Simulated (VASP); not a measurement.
Runs of VASP 6.6.1 on Cd. The structure is that of space group Fm-3m (No. 225), or close to it. The cells are those of the table. 

| cell | k mesh | gap on the mesh (eV) | pressure (GPa) |
| --- | --- | --- | --- |
| a = 3.320, b = 3.268, c = 3.290 Å, angles 60.1, 59.5, 60.0°, 1 atom | 14 × 14 × 14 | none | -6.2 |
| a = 3.205, b = 3.142, c = 3.142 Å, angles 60.0, 60.6, 60.6°, 1 atom | 14 × 15 × 15 | none | -3.2 |
| a = 3.208 Å, angles 60.0°, 1 atom | 16 × 16 × 16 | none | (a) |
| a = 2.949, b = 2.949, c = 3.076 Å, angles 61.4, 61.4, 60.0°, 1 atom | 15 × 15 × 16 | none | 6.8 |
| a = 3.165, b = 3.233, c = 3.148 Å, angles 60.9, 61.4, 59.7°, 1 atom | 14 × 14 × 14 | none | (b) |

Alike in all rows: task single point; level PBEsol; potentials or basis VASP PAW PBE potentials, release 64 (Cd); no spin polarisation; cutoff (eV) 520; smearing gaussian 0.1 eV.

Problem. Fill in the values left out.

Solution. (a) -4.2; (b) -4.1.

Caveats: the PAW data sets were made with another functional, which shifts forces and pressure a little; the cell stands under tension (at least some runs); the cell stands under pressure (at least some runs).

A k mesh can miss the band edges, and the runs leave out spin-orbit coupling on Cd.

A gap of «none» marks levels without a gap at the run's occupations.
